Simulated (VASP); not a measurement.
# NiO (Fm-3m) in VASP: notebook

NiO is run at these levels: r2SCAN; tasks: single point.

Program: VASP 6.6.1. These are calculated values, not measurements. Logs are shortened: lines on timing, memory, paths and dates and some standing lists are left out, and cuts for length are marked.

### 1 The cell of the first run

It takes space group Fm-3m (No. 225, cubic). Conventional cell: a = 4.115 Å, b = 4.115 Å, c = 4.115 Å, α = 90.00°, β = 90.00°, γ = 90.00°. Within 2.7 Å of Ni (site symmetry m-3m) lie 6 O at 2.06 Å. Within 2.7 Å of O (site symmetry m-3m) lie 6 Ni at 2.06 Å.

### 2 Single point, r2SCAN, collinear spin, ferromagnetic start

POSCAR reads:

```
NiO
1.0
    0.0000000000      2.0577103256      2.0577103256
    2.0577103256      0.0000000000      2.0577103256
    2.0577103256      2.0577103256      0.0000000000
Ni O
1 1
Direct
    0.0000000000      0.0000000000      0.0000000000
    0.5000000000      0.5000000000      0.5000000000
```

INCAR.step1 reads:

```
ALGO = Normal ; EDIFF = 1E-4
ENCUT = 520 ; GGA = PE
ISMEAR = -1 ; ISPIN = 2
LASPH = T ; LCHARG = F
LMAXMIX = 4 ; LREAL = F
LWAVE = T ; MAGMOM = 1 0
NBANDS = 19 ; NELM = 150
PREC = Accurate ; SIGMA = 0.05
```

INCAR.step2 reads:

```
ALGO = Normal ; EDIFF = 1E-7
ENCUT = 520 ; ISIF = 2
ISMEAR = -1 ; ISPIN = 2
ISTART = 1 ; LASPH = T
LCHARG = T ; LELF = T
LMAXMIX = 4 ; LMIXTAU = T
LORBIT = 11 ; LREAL = F
LVHAR = T ; LWAVE = F
MAGMOM = 1 0 ; METAGGA = R2SCAN
NBANDS = 19 ; NELM = 150
PREC = Accurate ; SIGMA = 0.05
```

KPOINTS reads:

```
k-points
0
Gamma
  11 11 11
```

Potentials or basis: VASP PAW PBE potentials, release 64 (Ni, O).

Command:

```console
cat potpaw_PBE.64/Ni/POTCAR potpaw_PBE.64/O/POTCAR > POTCAR
cp INCAR.step1 INCAR
mpirun -np 1 vasp_std > vasp.out
cp INCAR.step2 INCAR
mpirun -np 1 vasp_std > vasp.out
```

OUTCAR:

```text
EDIFF = 1E-7
   ENCUT = 520
   ISIF = 2
   ISMEAR = -1
   ISPIN = 2
   ISTART = 1
   LASPH = T
   LORBIT = 11
   LREAL = F
   METAGGA = R2SCAN
   NELM = 150
   PREC = Accurate

 ion  position               nearest neighbor table
   1  0.000  0.000  0.000-   2 2.06   2 2.06   2 2.06   2 2.06   2 2.06   2 2.06
   2  0.500  0.500  0.500-   1 2.06   1 2.06   1 2.06   1 2.06   1 2.06   1 2.06

  LATTYP: Found a face centered cubic cell.
 ALAT       =     4.1154206512

  Lattice vectors:

 A1 = (   0.0000000000,   2.0577103256,   2.0577103256)
 A2 = (   2.0577103256,   0.0000000000,   2.0577103256)
 A3 = (   2.0577103256,   2.0577103256,   0.0000000000)

Analysis of symmetry for initial positions (statically):
=====================================================================
 Subroutine PRICEL returns:
 Original cell was already a primitive cell.

 Routine SETGRP: Setting up the symmetry group for a
 face centered cubic supercell.

 Subroutine GETGRP returns: Found 48 space group operations
 (whereof 48 operations were pure point group operations)
 out of a pool of 48 trial point group operations.

The static configuration has the point symmetry O_h .

Analysis of symmetry for dynamics (positions and initial velocities):
=====================================================================
 Subroutine PRICEL returns:
 Original cell was already a primitive cell.

 Routine SETGRP: Setting up the symmetry group for a
 face centered cubic supercell.

 Subroutine GETGRP returns: Found 48 space group operations
 (whereof 48 operations were pure point group operations)
 out of a pool of 48 trial point group operations.

The dynamic configuration has the point symmetry O_h .

Analysis of structural, dynamic, and magnetic symmetry:
=====================================================================
 Subroutine PRICEL returns:
 Original cell was already a primitive cell.

 Routine SETGRP: Setting up the symmetry group for a
 face centered cubic supercell.

 Subroutine GETGRP returns: Found 48 space group operations
 (whereof 48 operations were pure point group operations)
 out of a pool of 48 trial point group operations.

The overall configuration has the point symmetry O_h .

 Subroutine INISYM returns: Found 48 space group operations
 (whereof 48 operations are pure point group operations),
 and found     1 'primitive' translations

----------------------------------------------------------------------------------------

                                     Primitive cell

  volume of cell :      17.4254

  direct lattice vectors                    reciprocal lattice vectors
     0.000000000  2.057710326  2.057710326    -0.242988527  0.242988527  0.242988527
     2.057710326  0.000000000  2.057710326     0.242988527 -0.242988527  0.242988527
     2.057710326  2.057710326  0.000000000     0.242988527  0.242988527 -0.242988527

  length of vectors
     2.910041850  2.910041850  2.910041850     0.420868474  0.420868474  0.420868474

  position of ions in fractional coordinates (direct lattice)
     0.000000000  0.000000000  0.000000000
     0.500000000  0.500000000  0.500000000

  ion indices of the primitive-cell ions
   primitive index   ion index
                 1           1
                 2           2

----------------------------------------------------------------------------------------

 KPOINTS: k-points

Automatic generation of k-mesh.
 Grid dimensions read from file:
 generate k-points for:   11   11   11

 Generating k-lattice:

  Cartesian coordinates                     Fractional coordinates (reciprocal lattice)
    -0.022089866  0.022089866  0.022089866     0.090909091  0.000000000  0.000000000
     0.022089866 -0.022089866  0.022089866     0.000000000  0.090909091  0.000000000
     0.022089866  0.022089866 -0.022089866     0.000000000  0.000000000  0.090909091

  Length of vectors
     0.038260770  0.038260770  0.038260770

  Shift w.r.t. Gamma in fractional coordinates (k-lattice)
     0.000000000  0.000000000  0.000000000

 Subroutine IBZKPT returns following result:
 ===========================================

 Found     56 irreducible k-points:

 Following reciprocal coordinates:
            Coordinates               Weight
  0.000000  0.000000  0.000000      1.000000
  0.090909  0.000000  0.000000      8.000000
  0.181818  0.000000  0.000000      8.000000
  0.272727  0.000000  0.000000      8.000000
  0.363636  0.000000  0.000000      8.000000
  0.454545  0.000000  0.000000      8.000000
[... 16 lines left out ...]
 -0.272727  0.181818  0.000000     24.000000
 -0.181818  0.181818  0.000000     12.000000
 [... further k-points ...]
   k-points           NKPTS =     56   k-points in BZ     NKDIM =     56   number of bands    NBANDS=     19
   number of dos      NEDOS =    301   number of ions     NIONS =      2
   total plane-waves  NPLWV =  13824
   dimension x,y,z NGX =    24 NGY =   24 NGZ =   24
   dimension x,y,z NGXF=    48 NGYF=   48 NGZF=   48
   ions per type =               1   1
   NGX,Y,Z   is equivalent  to a cutoff of  13.71, 13.71, 13.71 a.u.
   NGXF,Y,Z  is equivalent  to a cutoff of  27.42, 27.42, 27.42 a.u.
 SYSTEM =  unknown system
   PREC   = accura    normal or accurate (medium, high low for compatibility)
   ISTART =      1    job   : 0-new  1-cont  2-samecut
   ICHARG =      0    charge: 1-file 2-atom 10-const
   ISPIN  =      2    spin polarized calculation?
   LNONCOLLINEAR =      F non collinear calculations
   LSORBIT =      F    spin-orbit coupling
   LASPH  =      T    aspherical Exc in radial PAW
   ENCUT  =  520.0 eV  38.22 Ry    6.18 a.u.   5.41  5.41  5.41*2*pi/ulx,y,z
   NELM   =    150;   NELMIN=  2; NELMDL=  0     # of ELM steps
   EDIFF  = 0.1E-06   stopping-criterion for ELM
   LREAL  =      F    real-space projection
   EDIFFG = 0.1E-05   stopping-criterion for IOM
   NSW    =      0    number of steps for IOM
   IBRION =     -1    ionic relax: 0-MD 1-quasi-New 2-CG
   NFREE  =      0    steps in history (QN), initial steepest desc. (CG)
   ISIF   =      2    stress and relaxation
   ISYM   =      2    0-nonsym 1-usesym 2-fastsym
   POTIM  = 0.5000    time-step for ionic-motion
   TEBEG  =    0.0;   TEEND  =   0.0 temperature during run
   PSTRESS=    0.0 pullay stress
   NELECT =      16.0000    total number of electrons
   NUPDOWN=      -1.0000    fix difference up-down
   EMIN   =  10.00;   EMAX   =-10.00  energy-range for DOS
   EFERMI =   0.00;   METHOD = LEGACY
   ISMEAR =    -1;   SIGMA  =   0.05  broadening in eV -4-tet -1-fermi 0-gaus
   EFERMI_NEDOS =   21; number of points for ismear=-14 and -15
   IALGO  =     38    algorithm
   IMIX   =      4    mixing-type and parameters
     AMIX     =   0.40;   BMIX     =  1.00
     AMIX_MAG =   1.60;   BMIX_MAG =  1.00
  volume/ion in A,a.u.               =       8.71        58.80
  Fermi-wavevector in a.u.,A,eV,Ry     =   1.591185  3.006903 34.448165  2.531869
  Thomas-Fermi vector in A             =   2.689764
   LORBIT       =     11    0 simple, 1 ext, 2 COOP (PROOUT), +10 PAW based schemes
   METAGGA = R2SCAN    functional components
   LHFCALC =     F    Hartree Fock is set to
   AEXX    =    0.0000 exact exchange contribution
   IVDW    =     0    specifies the selected vdW correction
   LEPSILON=     F    determine dielectric tensor
   LRPA    =     F    only Hartree local field effects (RPA)
 spin polarized calculation
  energy-cutoff  :      520.00
  volume of cell :       17.43
 maximum number of plane-waves:       495
 NGX is ok and might be reduce to    24
   NGX = 11   NGY = 11   NGZ = 11

 number of electron      15.9999988 magnetization       1.9999575

 Free energy of the ion-electron system (eV)
  ---------------------------------------------------
  ext. energy  EPLUGINS =         0.00000000
  ---------------------------------------------------
  free energy    TOTEN  =       -20.07303268 eV

  energy without entropy =      -20.07301170  energy(sigma->0) =      -20.07302219

 E-fermi :   8.5770     XC(G=0): -13.6950

 val. band max:        8.2343851720   @ k =   0.4545   0.0000   0.0000
 cond. band min:       8.8236361492   @ k =   0.0000   0.0000   0.0000
 fundamental gap:      0.5892509772
 Fermi energy:         8.5769992918

 spin component 1

 k-point     1 :       0.0000    0.0000    0.0000
  band No.  band energies     occupation
      1     -13.3512      1.00000
      2       4.1389      1.00000
      3       4.1391      1.00000
      4       4.9928      1.00000
      5       4.9929      1.00000
      6       4.9930      1.00000
[... 11 lines left out ...]
     18      35.6059      0.00000
     19      35.6061      0.00000
[... 485 lines left out ...]
 k-point    24 :      -0.1818    0.1818    0.0000
  band No.  band energies     occupation
      1     -12.4765      1.00000
      2       1.1835      1.00000
      3       2.0227      1.00000
      4       3.0455      1.00000
      5       4.8905      1.00000
      6       5.3273      1.00000
[... 11 lines left out ...]
     18      40.9732      0.00000
     19      42.1748      0.00000

 [... further k-points ...]

 spin component 2

 k-point     1 :       0.0000    0.0000    0.0000
  band No.  band energies     occupation
      1     -12.8138      1.00000
      2       5.8733      1.00000
      3       5.8736      1.00000
      4       5.8737      1.00000
      5       5.8935      1.00000
      6       5.8935      1.00000
[... 11 lines left out ...]
     18      36.6610      0.00000
     19      36.6626      0.00000
[... 485 lines left out ...]
 k-point    24 :      -0.1818    0.1818    0.0000
  band No.  band energies     occupation
      1     -11.8854      1.00000
      2       2.0330      1.00000
      3       3.6835      1.00000
      4       4.0895      1.00000
      5       6.2379      1.00000
      6       6.9199      1.00000
[... 11 lines left out ...]
     18      41.7291      0.00000
     19      42.6504      0.00000

 [... further k-points ...]

------------------------ aborting loop because EDIFF is reached ----------------------------------------

  FORCE on cell =-STRESS in cart. coord.  units (eV):
  Direction    XX          YY          ZZ          XY          YZ          ZX
  --------------------------------------------------------------------------------------
  -------------------------------------------------------------------------------------
  Total        1.4042202      1.4042202      1.4042202      0.0000000      0.0000000      0.0000000
  in kB      129.1109572    129.1109572    129.1109572      0.0000000      0.0000000      0.0000000
  external PRESSURE =     129.1109572 kB  Pullay stress =       0.0000000 kB

 VOLUME and BASIS-vectors are now :
 -----------------------------------------------------------------------------
  energy-cutoff  :      520.00
  volume of cell :       17.43
      direct lattice vectors                 reciprocal lattice vectors
     0.000000000  2.057710326  2.057710326    -0.242988527  0.242988527  0.242988527
     2.057710326  0.000000000  2.057710326     0.242988527 -0.242988527  0.242988527
     2.057710326  2.057710326  0.000000000     0.242988527  0.242988527 -0.242988527

 POSITION                                       TOTAL-FORCE (eV/Angst)
 -----------------------------------------------------------------------------------
      0.00000      0.00000      0.00000         0.000000     -0.000000      0.000000
      2.05771      2.05771      2.05771        -0.000000      0.000000     -0.000000
 -----------------------------------------------------------------------------------
    total drift:                                0.000000     -0.000000     -0.000000

  FREE ENERGIE OF THE ION-ELECTRON SYSTEM (eV)
  ---------------------------------------------------
  free  energy   TOTEN  =       -20.0730326809 eV

  energy  without entropy=      -20.0730116978  energy(sigma->0) =      -20.07302219

 total charge

# of ion       s       p       d       tot
------------------------------------------
    1        0.352   0.457   8.206   9.016
    2        1.555   3.522   0.000   5.078
--------------------------------------------------
tot          1.908   3.979   8.206  14.093

 magnetization (x)

# of ion       s       p       d       tot
------------------------------------------
    1        0.012   0.013   1.663   1.688
    2        0.030   0.251   0.000   0.281
--------------------------------------------------
tot          0.042   0.264   1.663   1.969
```

Wall time 3.7 min (1 thread of Intel Xeon 8259CL, shared host); peak memory 0.18 GiB.

Results:

```yaml
Free_energy: -20.0730 eV
Pressure: 12.9 GPa
Band_gap_on_the_k_mesh: 0.59 eV (least direct gap 1.64 eV)
Net_moment: 2.00 μB per cell
Site_moments: Ni +1.69; O +0.28 μB
Valence_electrons_inside_the_program's_atomic_spheres: Ni 9.02; O 5.08
```

Caveat: the cell stands under pressure; semilocal functionals underestimate gaps, and a narrow one can read as zero; the PAW data sets were made with another functional, which shifts forces and pressure a little; an odd mesh through Γ misses points on the zone boundary, where band edges can lie; a cell with one magnetic atom can't hold antiferromagnetic order, which such compounds often take.

(Continued in part 2 of 2.)
